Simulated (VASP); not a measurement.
# Be27S26 (a cell with a defect) in VASP: electric field gradients with PBE

Aim: the electric field gradients of Be27S26 (a cell with a defect) with PBE.

Everything below comes from runs of VASP 6.6.1. Logs are shortened: lines on timing, memory, paths and dates and some standing lists are left out, and cuts for length are marked.

### 1 The cell of the first run

The cell holds a defect, 53 atoms: a = 10.331 Å, b = 10.331 Å, c = 10.331 Å, α = 60.00°, β = 60.00°, γ = 60.00°.

### 2 Electric field gradients, PBE (atoms taken out)

The input, INCAR:

```
SYSTEM = Be27S26
ALGO = Normal
EDIFF = 1E-8
ENCUT = 520
GGA = PE
ISIF = 2
ISMEAR = -1
LASPH = .True.
LCHARG = .False.
LEFG = .True.
LREAL = Auto
LWAVE = .False.
NBANDS = 137
NELECT = 208.0
NELM = 60
PREC = Accurate
SIGMA = 0.01
```

The input, KPOINTS:

```
k-points
0
Gamma
  2 2 2
  0 0 0
```

The input, POSCAR:

```
Be27S26
1.0
    0.0000000000      7.3054549467      7.3054549467
    7.3054549467      0.0000000000      7.3054549467
    7.3054549467      7.3054549467      0.0000000000
Be S
27 26
Direct
    0.0000000000      0.0000000000      0.0000000000
    0.0000000000      0.0000000000      0.3333333333
    0.0000000000      0.0000000000      0.6666666667
    0.0000000000      0.3333333333      0.0000000000
    0.0000000000      0.3333333333      0.3333333333
    0.0000000000      0.3333333333      0.6666666667
    0.0000000000      0.6666666667      0.0000000000
    0.0000000000      0.6666666667      0.3333333333
    0.0000000000      0.6666666667      0.6666666667
    0.3333333333      0.0000000000      0.0000000000
    0.3333333333      0.0000000000      0.3333333333
    0.3333333333      0.0000000000      0.6666666667
    0.3333333333      0.3333333333      0.0000000000
    0.3333333333      0.3333333333      0.3333333333
    0.3333333333      0.3333333333      0.6666666667
    0.3333333333      0.6666666667      0.0000000000
    0.3333333333      0.6666666667      0.3333333333
    0.3333333333      0.6666666667      0.6666666667
    0.6666666667      0.0000000000      0.0000000000
    0.6666666667      0.0000000000      0.3333333333
    0.6666666667      0.0000000000      0.6666666667
    0.6666666667      0.3333333333      0.0000000000
    0.6666666667      0.3333333333      0.3333333333
    0.6666666667      0.3333333333      0.6666666667
    0.6666666667      0.6666666667      0.0000000000
    0.6666666667      0.6666666667      0.3333333333
    0.6666666667      0.6666666667      0.6666666667
    0.0833333333      0.0833333333      0.4166666667
    0.0833333333      0.0833333333      0.7500000000
    0.0833333333      0.4166666667      0.0833333333
    0.0833333333      0.4166666667      0.4166666667
    0.0833333333      0.4166666667      0.7500000000
    0.0833333333      0.7500000000      0.0833333333
    0.0833333333      0.7500000000      0.4166666667
    0.0833333333      0.7500000000      0.7500000000
    0.4166666667      0.0833333333      0.0833333333
    0.4166666667      0.0833333333      0.4166666667
    0.4166666667      0.0833333333      0.7500000000
    0.4166666667      0.4166666667      0.0833333333
    0.4166666667      0.4166666667      0.4166666667
    0.4166666667      0.4166666667      0.7500000000
    0.4166666667      0.7500000000      0.0833333333
    0.4166666667      0.7500000000      0.4166666667
    0.4166666667      0.7500000000      0.7500000000
    0.7500000000      0.0833333333      0.0833333333
    0.7500000000      0.0833333333      0.4166666667
    0.7500000000      0.0833333333      0.7500000000
    0.7500000000      0.4166666667      0.0833333333
    0.7500000000      0.4166666667      0.4166666667
    0.7500000000      0.4166666667      0.7500000000
    0.7500000000      0.7500000000      0.0833333333
    0.7500000000      0.7500000000      0.4166666667
    0.7500000000      0.7500000000      0.7500000000
```

Potentials or basis: VASP PAW PBE potentials, release 64 (Be, S).

Started as:

```sh
cat potpaw_PBE.64/Be/POTCAR potpaw_PBE.64/S/POTCAR > POTCAR
mpirun -np 1 vasp_std > vasp.out
```

OUTCAR:

```text
SYSTEM = Be27S26
   EDIFF = 1E-8
   ENCUT = 520
   GGA = PE
   ISIF = 2
   ISMEAR = -1
   LASPH = .True.
   LREAL = Auto
   NELECT = 208.0
   NELM = 60
   PREC = Accurate

 ion  position               nearest neighbor table
   1  0.000  0.000  0.000-  29 2.11  33 2.11  45 2.11
   2  0.000  0.000  0.333-  28 2.11  34 2.11  46 2.11
   3  0.000  0.000  0.667-  29 2.11  28 2.11  35 2.11  47 2.11
   4  0.000  0.333  0.000-  30 2.11  32 2.11  48 2.11
   5  0.000  0.333  0.333-  28 2.11  30 2.11  49 2.11  31 2.11
   6  0.000  0.333  0.667-  29 2.11  31 2.11  32 2.11  50 2.11
   7  0.000  0.667  0.000-  33 2.11  30 2.11  35 2.11  51 2.11
   8  0.000  0.667  0.333-  31 2.11  33 2.11  34 2.11  52 2.11
   9  0.000  0.667  0.667-  35 2.11  34 2.11  32 2.11  53 2.11
  10  0.333  0.000  0.000-  36 2.11  38 2.11  42 2.11
  11  0.333  0.000  0.333-  28 2.11  36 2.11  43 2.11  37 2.11
  12  0.333  0.000  0.667-  29 2.11  37 2.11  38 2.11  44 2.11
  13  0.333  0.333  0.000-  30 2.11  36 2.11  41 2.11  39 2.11
  14  0.333  0.333  0.333-  31 2.11  37 2.11  39 2.11  40 2.11
  15  0.333  0.333  0.667-  32 2.11  38 2.11  40 2.11  41 2.11
  16  0.333  0.667  0.000-  33 2.11  39 2.11  42 2.11  44 2.11
[... 35 lines left out ...]
  52  0.750  0.750  0.417-   8 2.11  20 2.11  26 2.11  27 2.11
  53  0.750  0.750  0.750-  27 2.11  21 2.11  25 2.11   9 2.11

  LATTYP: Found a face centered cubic cell.
 ALAT       =    14.6109098934

  Lattice vectors:

 A1 = (   0.0000000000,   7.3054549467,   7.3054549467)
 A2 = (   7.3054549467,   0.0000000000,   7.3054549467)
 A3 = (   7.3054549467,   7.3054549467,   0.0000000000)

Analysis of symmetry for initial positions (statically):
=====================================================================
 Subroutine PRICEL returns:
 Original cell was already a primitive cell.

 Routine SETGRP: Setting up the symmetry group for a
 face centered cubic supercell.

 Subroutine GETGRP returns: Found 24 space group operations
 (whereof  6 operations were pure point group operations)
 out of a pool of 48 trial point group operations.

The static configuration has the point symmetry C_3v.
 The point group associated with its full space group is T_d .

[... 605 lines left out ...]

------------------------ aborting loop because EDIFF is reached ----------------------------------------

  FORCE on cell =-STRESS in cart. coord.  units (eV):
  Direction    XX          YY          ZZ          XY          YZ          ZX
  --------------------------------------------------------------------------------------
  -------------------------------------------------------------------------------------
  Total      -19.5043472    -19.5043472    -19.5043472     -0.0000000      0.0000000      0.0000000
  in kB      -40.0746932    -40.0746932    -40.0746932     -0.0000000      0.0000000      0.0000000
  external PRESSURE =     -40.0746932 kB  Pullay stress =       0.0000000 kB

 VOLUME and BASIS-vectors are now :
 -----------------------------------------------------------------------------
  energy-cutoff  :      520.00
  volume of cell :      779.78
      direct lattice vectors                 reciprocal lattice vectors
     0.000000000  7.305454947  7.305454947    -0.068442007  0.068442007  0.068442007
     7.305454947  0.000000000  7.305454947     0.068442007 -0.068442007  0.068442007
     7.305454947  7.305454947  0.000000000     0.068442007  0.068442007 -0.068442007

 POSITION                                       TOTAL-FORCE (eV/Angst)
 -----------------------------------------------------------------------------------
      0.00000      0.00000      0.00000        -1.223328     -1.223328     -1.223328
      2.43515      2.43515      0.00000         1.223328      1.223328     -1.223328
      4.87030      4.87030      0.00000        -0.000000     -0.000000     -0.540377
      2.43515      0.00000      2.43515         1.223328     -1.223328      1.223328
      4.87030      2.43515      2.43515         0.267832     -0.029073     -0.029073
      7.30545      4.87030      2.43515         0.029073     -0.267832     -0.029073
[... 45 lines left out ...]
      8.52303      8.52303     10.95818        -0.000000     -0.000000      0.090111
     10.95818     10.95818     10.95818         0.006495      0.006495      0.006495
 -----------------------------------------------------------------------------------
    total drift:                               -0.000001     -0.000001     -0.000001

  FREE ENERGIE OF THE ION-ELECTRON SYSTEM (eV)
  ---------------------------------------------------
  free  energy   TOTEN  =      -270.3646344445 eV

  energy  without entropy=     -270.3598605871  energy(sigma->0) =     -270.36224752

 Electric field gradients (V/A^2)
---------------------------------------------------------------------
 ion       V_xx      V_yy      V_zz      V_xy      V_xz      V_yz
---------------------------------------------------------------------
   1       0.000    -0.000    -0.000     5.987     5.987     5.987
   2       0.000     0.000    -0.000     5.987    -5.987    -5.987
   3      -0.100    -0.100     0.201     0.970     0.000     0.000
   4       0.000    -0.000     0.000    -5.987     5.987    -5.987
   5       0.040    -0.020    -0.020     0.057     0.057    -0.567
   6      -0.020     0.040    -0.020     0.057     0.567    -0.057
[... 45 lines left out ...]
  52      -0.559    -0.559     1.117    -1.821    -0.000    -0.000
  53      -0.000    -0.000    -0.000    -2.650    -2.650    -2.650
---------------------------------------------------------------------

 Electric field gradients after diagonalization (V/A^2)
 (convention: |V_zz| > |V_xx| > |V_yy|)
----------------------------------------------------------------------
 ion       V_xx      V_yy      V_zz     asymmetry (V_yy - V_xx)/ V_zz
----------------------------------------------------------------------
   1      -5.987    -5.987    11.974       0.000
   2      -5.987    -5.987    11.974       0.000
   3       0.870     0.201    -1.070       0.625
   4      -5.987    -5.987    11.974       0.000
   5       0.547     0.051    -0.598       0.831
   6       0.547     0.051    -0.598       0.831
[... 45 lines left out ...]
  52       1.262     1.117    -2.379       0.061
  53       2.650     2.650    -5.299       0.000
----------------------------------------------------------------------

           NMR quadrupolar parameters

 Cq : quadrupolar parameter    Cq=e*Q*V_zz/h
 eta: asymmetry parameters     (V_yy - V_xx)/ V_zz
 Q  : nuclear electric quadrupole moment in mb (millibarn)
----------------------------------------------------------------------
 ion       Cq(MHz)       eta       Q (mb)
----------------------------------------------------------------------
   1       0.029       0.000       1.000
   2       0.029       0.000       1.000
   3      -0.003       0.625       1.000
   4       0.029       0.000       1.000
   5      -0.001       0.831       1.000
   6      -0.001       0.831       1.000
[... 45 lines left out ...]
  52      -0.006       0.061       1.000
  53      -0.013       0.000       1.000
----------------------------------------------------------------------
```

Wall time 13 min (1 thread of Intel Xeon 6975P-C (Granite Rapids), shared host); peak memory 1 GiB.

What came out:

```yaml
Free_energy: -270.3646 eV
Largest_force: 2.119 eV/Å
Largest_electric_field_gradient_by_atom: Be +12.0, -1.1, -0.6, -0.0, +0.1 (each value once); S +41.0, -4.3, -5.3, -2.4 (each value once) V/Å²
```

Forces in eV/Å, atoms in the order of the input:
```
Be  -1.223 -1.223 -1.223
Be   1.223  1.223 -1.223
Be   0.000  0.000 -0.540
Be   1.223 -1.223  1.223
Be   0.268 -0.029 -0.029
Be   0.029 -0.268 -0.029
Be   0.000 -0.540  0.000
Be   0.029 -0.029 -0.268
Be   0.540  0.000  0.000
Be  -1.223  1.223  1.223
Be  -0.029  0.268 -0.029
Be  -0.268  0.029 -0.029
Be  -0.029 -0.029  0.268
Be   0.000  0.000  0.000
Be   0.029  0.029  0.268
Be  -0.268 -0.029  0.029
Be   0.029  0.268  0.029
Be  -0.028  0.028  0.028
Be  -0.540  0.000  0.000
Be  -0.029  0.029 -0.268
Be   0.000  0.540  0.000
Be  -0.029 -0.268  0.029
Be   0.268  0.029  0.029
Be   0.028 -0.028  0.028
Be   0.000  0.000  0.540
Be   0.028  0.028 -0.028
Be  -0.028 -0.028 -0.028
S   -0.532 -0.532  0.221
S    0.532  0.532  0.221
S   -0.532  0.221 -0.532
S   -0.011  0.011  0.011
S   -0.221  0.532 -0.532
S    0.532  0.221  0.532
S   -0.221 -0.532  0.532
S    0.006 -0.006 -0.006
S    0.221 -0.532 -0.532
S    0.011 -0.011  0.011
S    0.532 -0.221 -0.532
S    0.011  0.011 -0.011
S   -0.011 -0.011 -0.011
S    0.000  0.000 -0.090
S    0.532 -0.532 -0.221
S    0.000 -0.090  0.000
S    0.090  0.000  0.000
S    0.221  0.532  0.532
S   -0.532 -0.221  0.532
S   -0.006  0.006 -0.006
S   -0.532  0.532 -0.221
S   -0.090  0.000  0.000
S    0.000  0.090  0.000
S   -0.006 -0.006  0.006
S    0.000  0.000  0.090
S    0.006  0.006  0.006
```

Levels at points of the mesh, in eV from the Fermi level:
| k point | band 101 | band 102 | band 103 | band 104 | band 105 | band 106 | band 107 | band 108 |
| --- | --- | --- | --- | --- | --- | --- | --- | --- |
| (0.00, 0.00, 0.00) | -0.68 | -0.18 | -0.01 | -0.01 | -0.01 | 3.73 | 3.73 | 3.73 |
| (0.50, 0.00, 0.00) | -0.45 | -0.45 | -0.21 | -0.21 | 0.29 | 2.84 | 3.54 | 3.54 |
| (0.50, 0.50, 0.00) | -0.44 | -0.44 | -0.43 | -0.42 | 0.43 | 2.86 | 3.33 | 3.35 |

Electric field gradients, principal values (V/Å²):
| atom | least | middle | greatest (by size) |
| --- | --- | --- | --- |
| 1 Be | -5.987 | -5.987 | 11.974 |
| 2 Be | -5.987 | -5.987 | 11.974 |
| 3 Be | 0.201 | 0.870 | -1.070 |
| 4 Be | -5.987 | -5.987 | 11.974 |
| 5 Be | 0.051 | 0.547 | -0.598 |
| 6 Be | 0.051 | 0.547 | -0.598 |
| 7 Be | 0.201 | 0.870 | -1.070 |
| 8 Be | 0.051 | 0.547 | -0.598 |
| 9 Be | 0.201 | 0.870 | -1.070 |
| 10 Be | -5.987 | -5.987 | 11.974 |
| 11 Be | 0.051 | 0.547 | -0.598 |
| 12 Be | 0.051 | 0.547 | -0.598 |
| 13 Be | 0.051 | 0.547 | -0.598 |
| 14 Be | 0.000 | 0.000 | 0.000 |
| 15 Be | 0.051 | 0.547 | -0.598 |
| 16 Be | 0.051 | 0.547 | -0.598 |
| 17 Be | 0.051 | 0.547 | -0.598 |
| 18 Be | -0.070 | -0.070 | 0.140 |
| 19 Be | 0.201 | 0.870 | -1.070 |
| 20 Be | 0.051 | 0.547 | -0.598 |
| 21 Be | 0.201 | 0.870 | -1.070 |
| 22 Be | 0.051 | 0.547 | -0.598 |
| 23 Be | 0.051 | 0.547 | -0.598 |
| 24 Be | -0.070 | -0.070 | 0.140 |
| 25 Be | 0.201 | 0.870 | -1.070 |
| 26 Be | -0.070 | -0.070 | 0.140 |
| 27 Be | -0.070 | -0.070 | 0.140 |
| 28 S | -17.312 | -23.737 | 41.049 |
| 29 S | -17.312 | -23.737 | 41.050 |
| 30 S | -17.312 | -23.737 | 41.049 |
| 31 S | 2.126 | 2.126 | -4.251 |
| 32 S | -17.312 | -23.738 | 41.050 |
| 33 S | -17.312 | -23.737 | 41.050 |
| 34 S | -17.312 | -23.738 | 41.050 |
| 35 S | 2.648 | 2.650 | -5.298 |
| 36 S | -17.312 | -23.737 | 41.049 |
| 37 S | 2.126 | 2.126 | -4.251 |
| 38 S | -17.312 | -23.738 | 41.050 |
| 39 S | 2.126 | 2.126 | -4.251 |
| 40 S | 2.126 | 2.126 | -4.252 |
| 41 S | 1.118 | 1.261 | -2.379 |
| 42 S | -17.312 | -23.738 | 41.050 |
| 43 S | 1.118 | 1.261 | -2.379 |
| 44 S | 1.117 | 1.262 | -2.379 |
| 45 S | -17.312 | -23.737 | 41.050 |
| 46 S | -17.312 | -23.738 | 41.050 |
| 47 S | 2.648 | 2.650 | -5.298 |
| 48 S | -17.312 | -23.738 | 41.050 |
| 49 S | 1.118 | 1.261 | -2.379 |
| 50 S | 1.117 | 1.262 | -2.379 |
| 51 S | 2.648 | 2.650 | -5.298 |
| 52 S | 1.117 | 1.262 | -2.379 |
| 53 S | 2.650 | 2.650 | -5.299 |

Caveat: the k points lie up to 0.37 Å⁻¹ apart; the cell carries a net charge on a neutralising background, which shifts energy and pressure; the cell differs from its parent crystal (atoms taken out); the cell is charged against a uniform background, so pressure and absolute levels hang on convention; without QUAD_EFG the Cq values of the log hold for a quadrupole moment of 1 mb, not for the nuclei.
